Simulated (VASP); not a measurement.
Wanted: the native input for a VASP 6.6.1 run.

- Task: single point
- Functional: PBE
- Potentials or basis: VASP PAW PBE potentials, release 64 (C)
- Cutoff: 520 eV
- k mesh: 16 × 16 × 16
- Occupations: fermi-dirac, width 0.03 eV
- Spin: no spin polarisation
- Dipole correction: no
- Further INCAR settings: ALGO = Normal; EDIFF = 1e-06; NBANDS = 11

The structure of C lies in POSCAR:

```
C
1.0
    0.0000000000      1.7834000000      1.7834000000
    1.7834000000      0.0000000000      1.7834000000
    1.7834000000      1.7834000000      0.0000000000
C
2
Direct
    0.5000000000      0.5000000000      0.5000000000
    0.7500000000      0.7500000000      0.7500000000
```

These files were run (other wordings do the same):

INCAR

```
SYSTEM = C
PREC = Accurate
ENCUT = 520
EDIFF = 1E-6
ISMEAR = -1
SIGMA = 0.03
LREAL = .FALSE.
LASPH = .TRUE.
NELM = 80
ALGO = Normal
ISIF = 2
LWAVE = .FALSE.
LCHARG = .TRUE.
GGA = PE
LELF = .TRUE.
LVHAR = .TRUE.
NBANDS = 11
```

KPOINTS

```
regular mesh
0
G
  16 16 16
  0 0 0
```

Potentials or basis: VASP PAW PBE potentials, release 64 (C).

Command:

```bash
$ cat potpaw_PBE.64/C/POTCAR > POTCAR
$ mpirun -np 1 vasp_std > vasp.out
```

It gave:

```json
{"Pressure": "2.4 GPa", "Band gap on the k mesh": "4.13 eV (least direct gap 5.59 eV)"}
```

It took 12 s on 1 thread of Intel(R) Xeon(R) Platinum 8488C (Sapphire Rapids), with other jobs on the host, peak memory 0.12 GiB.
